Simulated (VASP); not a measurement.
# Zr (Im-3m) in VASP: a series of runs, part 2 of 2

VASP 6.6.1.

### 5 Relaxation of cell and atoms, PBE

This run uses another cell than the first one, of 22.30 Å³/atom, 0.978 times its volume.

File INCAR:

```
SYSTEM = Zr
ALGO     = Normal         ! electronic algorithm
EDIFF    = 1E-7           ! SCF threshold, eV
EDIFFG   = -0.005         ! ionic threshold
ENCUT    = 600            ! plane-wave cutoff, eV
GGA      = PE             ! functional
IBRION   = 2              ! ionic algorithm
ISIF     = 3              ! what is computed and relaxed
ISMEAR   = -1             ! smearing method
LASPH    = .TRUE.         ! aspherical terms in the spheres
LCHARG   = .FALSE.        ! write CHGCAR
LREAL    = .FALSE.        ! projectors in reciprocal space
LWAVE    = .FALSE.        ! write WAVECAR
NELM     = 60             ! most SCF steps
NSW      = 100            ! ionic steps
PREC     = Accurate       ! precision mode
SIGMA    = 0.05           ! smearing width, eV
```

File KPOINTS:

```
k-points
0
G
  13 13 13
  0 0 0
```

File POSCAR:

```
Zr
1.0
   -1.7730508568      1.7730508568      1.7730508568
    1.7730508568     -1.7730508568      1.7730508568
    1.7730508568      1.7730508568     -1.7730508568
Zr
1
Direct
    0.0000000000      0.0000000000      0.0000000000
```

Potentials or basis: VASP PAW PBE potentials, release 64 (Zr_sv).

Command:

```
$ cat potpaw_PBE.64/Zr_sv/POTCAR > POTCAR
$ mpirun -np 1 vasp_std > vasp.out
```

OUTCAR:

```text
SYSTEM = Zr
   EDIFF = 1E-7
   EDIFFG = -0.005
   ENCUT = 600
   GGA = PE
   IBRION = 2
   ISIF = 3
   ISMEAR = -1
   LASPH = .TRUE.
   LREAL = .FALSE.
   NELM = 60
   NSW = 100
   PREC = Accurate

 ion  position               nearest neighbor table
   1  0.000  0.000  0.000-

  LATTYP: Found a body centered cubic cell.
 ALAT       =     3.5461017136

  Lattice vectors:

 A1 = (  -1.7730508568,   1.7730508568,   1.7730508568)
 A2 = (   1.7730508568,  -1.7730508568,   1.7730508568)
 A3 = (   1.7730508568,   1.7730508568,  -1.7730508568)

Analysis of symmetry for initial positions (statically):
=====================================================================
 Subroutine PRICEL returns:
 Original cell was already a primitive cell.

[... 248 lines left out ...]
 E-fermi :   8.9468     XC(G=0): -11.1681

 val. band max:        8.9314504749   @ k =  -0.3077  -0.4615   0.0769
 cond. band min:       8.9514769334   @ k =   0.2308   0.2308   0.0000
 fundamental gap:      0.0200264585
 Fermi energy:         8.9467588437

 k-point     1 :       0.0000    0.0000    0.0000
  band No.  band energies     occupation
      1     -39.5155      2.00000
      2     -17.0001      2.00000
      3     -17.0001      2.00000
      4     -17.0001      2.00000
      5       3.5347      2.00000
      6      10.0703      0.00000
      7      10.0703      0.00000
      8      10.0703      0.00000
      9      12.5946      0.00000
     10      12.5946      0.00000
[... 287 lines left out ...]
 k-point    24 :       0.2308    0.0769    0.0769
  band No.  band energies     occupation
      1     -39.3969      2.00000
      2     -17.7350      2.00000
      3     -17.2227      2.00000
      4     -17.0579      2.00000
      5       6.1886      2.00000
      6       8.5824      1.99863
      7       8.8973      1.45750
      8      12.4465      0.00000
      9      12.9094      0.00000
     10      13.7824      0.00000

 [... further k-points ...]
[... 5 lines left out ...]
  --------------------------------------------------------------------------------------
  -------------------------------------------------------------------------------------
  Total       -0.0000033     -0.0000033     -0.0000033     -0.0000000     -0.0000000      0.0000000
  in kB       -0.0002292     -0.0002292     -0.0002292     -0.0000000     -0.0000000      0.0000000
  external PRESSURE =      -0.0002292 kB  Pullay stress =       0.0000000 kB
[... 16 lines left out ...]
  FREE ENERGIE OF THE ION-ELECTRON SYSTEM (eV)
  ---------------------------------------------------
  free  energy   TOTEN  =        -8.4427878193 eV

  energy  without entropy=       -8.4266080416  energy(sigma->0) =       -8.43469793

 reached required accuracy - stopping structural energy minimisation
```

OSZICAR:

```text
N       E                     dE             d eps       ncg     rms          rms(c)
DAV:   1     0.972550742965E+02    0.97255E+02   -0.77326E+03  1688   0.134E+03
DAV:   2    -0.535369024787E+01   -0.10261E+03   -0.10094E+03  1858   0.319E+02
DAV:   3    -0.864898012490E+01   -0.32953E+01   -0.32254E+01  2346   0.502E+01
[... 23 lines left out ...]
DAV:   3    -0.844083005171E+01    0.47828E-02   -0.39517E-02  2384   0.176E+00    0.378E-01
DAV:   4    -0.844195017766E+01   -0.11201E-02   -0.91316E-04  2412   0.288E-01    0.173E-01
DAV:   5    -0.844277778965E+01   -0.82761E-03   -0.16337E-03  2090   0.240E-01    0.346E-02
DAV:   6    -0.844278588166E+01   -0.80920E-05   -0.36839E-05  1756   0.608E-02    0.146E-02
DAV:   7    -0.844278791109E+01   -0.20294E-05   -0.27066E-06  2094   0.201E-02    0.289E-03
DAV:   8    -0.844278781931E+01    0.91778E-07   -0.21931E-07  1572   0.475E-03
   3 F= -.84427878E+01 E0= -.84346979E+01  d E =-.338891E-02
```

CONTCAR:

```text
Zr
   1.00000000000000
    -1.7867326236268966    1.7867326236268966    1.7867326236268966
     1.7867326236268966   -1.7867326236268966    1.7867326236268966
     1.7867326236268966    1.7867326236268966   -1.7867326236268966
  Zr
     1
Direct
     0.0000000000000000    0.0000000000000000    0.0000000000000000

  0.00000000E+00  0.00000000E+00  0.00000000E+00
```

It took 1.7 min on 1 thread of Intel Xeon 6975P-C, shared host; peak memory 0.18 GiB.

What came out:

```yaml
Free_energy: -8.4428 eV
Relaxed_volume: 22.82 Å³/atom
Relaxed_cell: a = 3.095 Å, b = 3.095 Å, c = 3.095 Å, α = 109.47°, β = 109.47°, γ = 109.47°
Space_group_after_relaxing_to_0.05_Å: Im-3m (No. 229)
Energy_gained_by_relaxing: 3.4 meV/atom
Ionic_steps: 3
Pressure_after_relaxing: 0.0 GPa
Band_gap_on_the_k_mesh: zero (band 6 reaches 10.07 eV, above the bottom of band 7 at 8.34 eV)
```

The path:
```
step  energy change (eV)  largest force (eV/Å)  pressure (GPa)  volume (Å³)
   1              0.0000                0.0000            2.13        22.30
   2             -0.0010                0.0000           -1.66        23.27
   3             -0.0034                0.0000            0.00        22.82
```

Final structure:
```
Zr
1.0
    -1.78673    1.78673    1.78673
     1.78673   -1.78673    1.78673
     1.78673    1.78673   -1.78673
Zr
1
Direct
  0.00000 0.00000 0.00000
```

PBE usually gives volumes a little too large and moduli too small. Zero-point motion and thermal expansion aren't in these numbers.

### 6 Single point, PBE

File INCAR:

```
SYSTEM = Zr
  PREC = Accurate
  ENCUT = 500
  EDIFF = 1E-6
  ISMEAR = -1
  SIGMA = 0.05
  LREAL = .False.
  LASPH = .True.
  NELM = 120
  ALGO = Normal
  ISIF = 2
  LWAVE = .False.
  LCHARG = .False.
  GGA = PE
  NBANDS = 12
  GGA_COMPAT = .False.
```

File KPOINTS:

```
Automatic mesh
0
Gamma
  13 13 13
  0 0 0
```

File POSCAR:

```
Zr
1.0
   -1.7866668062      1.7866668062      1.7866668062
    1.7866668062     -1.7866668062      1.7866668062
    1.7866668062      1.7866668062     -1.7866668062
Zr
1
Direct
    0.0000000000      0.0000000000      0.0000000000
```

Potentials or basis: VASP PAW PBE potentials, release 64 (Zr_sv).

Command:

```
$ cat potpaw_PBE.64/Zr_sv/POTCAR > POTCAR
$ mpirun -np 1 vasp_std > vasp.out
```

OUTCAR:

```text
SYSTEM = Zr
   PREC = Accurate
   ENCUT = 500
   EDIFF = 1E-6
   ISMEAR = -1
   LREAL = .False.
   LASPH = .True.
   NELM = 120
   ISIF = 2
   GGA = PE

 ion  position               nearest neighbor table
   1  0.000  0.000  0.000-

  LATTYP: Found a body centered cubic cell.
 ALAT       =     3.5733336124

  Lattice vectors:

 A1 = (  -1.7866668062,   1.7866668062,   1.7866668062)
 A2 = (   1.7866668062,  -1.7866668062,   1.7866668062)
 A3 = (   1.7866668062,   1.7866668062,  -1.7866668062)

Analysis of symmetry for initial positions (statically):
=====================================================================
 Subroutine PRICEL returns:
 Original cell was already a primitive cell.

 Routine SETGRP: Setting up the symmetry group for a
 body centered cubic supercell.

 Subroutine GETGRP returns: Found 48 space group operations
 (whereof 48 operations were pure point group operations)
 out of a pool of 48 trial point group operations.

The static configuration has the point symmetry O_h .

Analysis of symmetry for dynamics (positions and initial velocities):
[... 158 lines left out ...]
 val. band max:        8.9329956051   @ k =  -0.3077  -0.4615   0.0769
 cond. band min:       8.9530606771   @ k =   0.2308   0.2308   0.0000
 fundamental gap:      0.0200650720
 Fermi energy:         8.9482708435

 k-point     1 :       0.0000    0.0000    0.0000
  band No.  band energies     occupation
      1     -39.5137      2.00000
      2     -16.9977      2.00000
      3     -16.9977      2.00000
      4     -16.9977      2.00000
      5       3.5360      2.00000
      6      10.0718      0.00000
      7      10.0718      0.00000
      8      10.0718      0.00000
      9      12.5964      0.00000
     10      12.5964      0.00000
     11      21.3925      0.00000
     12      21.3925      0.00000
[... 331 lines left out ...]
 k-point    24 :       0.2308    0.0769    0.0769
  band No.  band energies     occupation
      1     -39.3950      2.00000
      2     -17.7328      2.00000
      3     -17.2204      2.00000
      4     -17.0555      2.00000
      5       6.1901      2.00000
      6       8.5837      1.99864
      7       8.8989      1.45711
      8      12.4483      0.00000
      9      12.9114      0.00000
     10      13.7846      0.00000
     11      21.1883      0.00000
     12      21.7392      0.00000

 [... further k-points ...]
[... 5 lines left out ...]
  --------------------------------------------------------------------------------------
  -------------------------------------------------------------------------------------
  Total        0.0041506      0.0041506      0.0041506      0.0000000      0.0000000      0.0000000
  in kB        0.2914973      0.2914973      0.2914973      0.0000000      0.0000000      0.0000000
  external PRESSURE =       0.2914973 kB  Pullay stress =       0.0000000 kB

 VOLUME and BASIS-vectors are now :
 -----------------------------------------------------------------------------
  energy-cutoff  :      500.00
  volume of cell :       22.81
      direct lattice vectors                 reciprocal lattice vectors
    -1.786666806  1.786666806  1.786666806     0.000000000  0.279850724  0.279850724
     1.786666806 -1.786666806  1.786666806     0.279850724  0.000000000  0.279850724
     1.786666806  1.786666806 -1.786666806     0.279850724  0.279850724  0.000000000

 POSITION                                       TOTAL-FORCE (eV/Angst)
 -----------------------------------------------------------------------------------
      0.00000      0.00000      0.00000         0.000000      0.000000      0.000000
 -----------------------------------------------------------------------------------
    total drift:                                0.000000      0.000000     -0.000000

  FREE ENERGIE OF THE ION-ELECTRON SYSTEM (eV)
  ---------------------------------------------------
  free  energy   TOTEN  =        -8.4431247189 eV

  energy  without entropy=       -8.4269503744  energy(sigma->0) =       -8.43503755
```

OSZICAR:

```text
N       E                     dE             d eps       ncg     rms          rms(c)
DAV:   1     0.848615210163E+02    0.84862E+02   -0.68056E+03  2024   0.976E+02
DAV:   2    -0.571592731936E+01   -0.90577E+02   -0.87751E+02  2356   0.263E+02
DAV:   3    -0.869441733635E+01   -0.29785E+01   -0.29272E+01  2984   0.415E+01
DAV:   4    -0.876063930087E+01   -0.66222E-01   -0.66181E-01  2392   0.561E+00
DAV:   5    -0.876164906751E+01   -0.10098E-02   -0.10098E-02  2872   0.563E-01    0.105E+01
DAV:   6    -0.848840514168E+01    0.27324E+00   -0.36144E-01  2176   0.557E+00    0.424E+00
DAV:   7    -0.844012008268E+01    0.48285E-01   -0.18452E-01  2500   0.380E+00    0.668E-01
DAV:   8    -0.844312839192E+01   -0.30083E-02   -0.10935E-02  2328   0.120E+00    0.101E-01
DAV:   9    -0.844313310963E+01   -0.47177E-05   -0.43218E-04  2684   0.178E-01    0.251E-02
DAV:  10    -0.844312816117E+01    0.49485E-05   -0.16265E-05  2360   0.418E-02    0.663E-03
DAV:  11    -0.844312485533E+01    0.33058E-05   -0.16116E-06  2104   0.113E-02    0.224E-03
DAV:  12    -0.844312471893E+01    0.13640E-06   -0.95203E-08  1124   0.243E-03
   1 F= -.84431247E+01 E0= -.84350375E+01  d E =-.161743E-01
```

Run time: 13 s. Hardware: 1 thread of Intel Xeon Platinum 8488C (Sapphire Rapids), shared host; peak memory 0.14 GiB.

What came out:

```
Free energy            : -8.4431 eV
Pressure               : 0.0 GPa
Band gap on the k mesh : zero (band 6 reaches 10.07 eV, above the bottom of band 7 at 8.34 eV)
```

### 7 The runs side by side

```tsv
task	cell	cutoff (eV)	gap on the mesh (eV)	pressure (GPa)
single point	a = 3.094 Å, angles 109.5°, 1 atom	520	none	0.0
single point	a = 3.095 Å, angles 109.5°, 1 atom	520	none	0.0
relaxation of cell and atoms	relaxed from a = 3.071 Å, angles 109.5°, 1 atom	600	none	0.0
single point	a = 3.095 Å, angles 109.5°, 1 atom	500	none	0.0
```

Alike in all rows: level PBE; potentials or basis VASP PAW PBE potentials, release 64 (Zr_sv); no spin polarisation; k mesh 13 × 13 × 13; smearing fermi-dirac 0.05 eV.

Every run on the cell as given and a fine mesh finds a metal.

Absolute energies hang on the potentials; compare differences alone.
